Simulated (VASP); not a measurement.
Crystal: PbSe.

```
Pb Se
1.0
     0.00000    3.08870    3.08870
     3.08870    0.00000    3.08870
     3.08870    3.08870    0.00000
Pb Se
1 1
Direct
  0.00000 0.00000 0.00000
  0.50000 0.50000 0.50000
```

Base run:

- Program: VASP 6.6.1
- Functional: r2SCAN
- Potentials or basis: VASP PAW PBE potentials, release 64 (Pb_d, Se)
- Cutoff: 520 eV
- k mesh: 8 × 8 × 8
- Occupations: gaussian, width 0.01 eV
- Spin: no spin polarisation

Its results: band gap on the k mesh 0.67 eV, direct; pressure 0.0 GPa.

Task: The run is repeated on the same cell with these changes: functional from r2SCAN to PBE; occupations from gaussian, width 0.01 eV to fermi-dirac, width 0.02 eV. What comes out?

Result: Band gap on the k mesh 0.38 eV, direct; pressure 0.9 GPa.

Caveats: spin-orbit coupling is left out, which moves the levels of the heavy elements; the PAW data sets were made with another functional, which shifts forces and pressure a little (some runs).

A k mesh can miss the band edges.
